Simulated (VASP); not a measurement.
**MnSb: single point with LDA+U**

The system is MnSb.

```xyz
4
Lattice="4.1500 0.0000 0.0000 -2.0750 3.5940 0.0000 0.0000 0.0000 5.7800" Properties=species:S:1:pos:R:3 pbc="T T T"
Sb    2.0750    1.1980    4.3350
Sb    0.0000    2.3960    1.4450
Mn    0.0000    0.0000    2.8900
Mn    0.0000    0.0000    0.0000
```

| Item | Value |
| --- | --- |
| Program | VASP 6.6.1 |
| Task | single point |
| Functional | LDA |
| Potentials or basis | VASP PAW LDA potentials, release 64 (Sb_d_GW, Mn_sv) |
| Cutoff | 680 eV |
| k mesh | 7 × 7 × 5 |
| Occupations | fermi-dirac, width 0.05 eV |
| Spin | collinear spin, ferromagnetic start |
| Starting moments | [0.0, 0.0, 4.0, 4.0] μB |
| Hubbard terms | Mn d U = 4.5 eV |

* Pressure: 0.3 GPa
* Band gap on the k mesh: zero (filled and empty bands overlap)
* Net moment: 7.96 μB per cell
* Site moments: Sb -0.19; Mn +4.02 μB
* Valence electrons inside the program's atomic spheres: Sb 12.84; Mn 12.91

Stress tensor (GPa, compression positive):
```
-0.44  0.00  0.00
 0.00 -0.44  0.00
 0.00  0.00  1.74
```

Levels at points of the mesh, in eV from the Fermi level:
Spin up:
```
           k point  band 32  band 33  band 34  band 35  band 36  band 37
(0.00, 0.00, 0.00)     0.30     0.30     1.50     1.50     2.51     2.75
```
Spin down:
```csv
k point,band 23,band 24,band 25,band 26,band 27,band 28,band 29,band 30
"(0.00, 0.00, 0.00)",-2.07,0.01,0.43,0.43,0.94,0.94,1.42,1.42
```

Eigenvalues of the final occupation matrices:
| site | spin | trace | eigenvalues |
| --- | --- | --- | --- |
| site 3 d | 1 | 4.37 | 0.86 0.86 0.88 0.89 0.89 |
| site 3 d | 2 | 0.37 | 0.03 0.03 0.06 0.13 0.13 |
| site 4 d | 1 | 4.37 | 0.86 0.86 0.88 0.89 0.89 |
| site 4 d | 2 | 0.37 | 0.03 0.03 0.06 0.13 0.13 |

Wall time 6.7 min on 1 thread of Intel(R) Xeon(R) Platinum 8259CL CPU @ 2.50GHz (Skylake/Cascade Lake), on a shared host, peak memory 0.35 GiB.

Caveat: spin-orbit coupling is left out, which moves the levels of the heavy elements; the run started ferromagnetic, and an antiferromagnetic order may lie lower in energy; the U is typed as a test and isn't derived for this compound. The state reached can hang on the start; a lower one may exist.
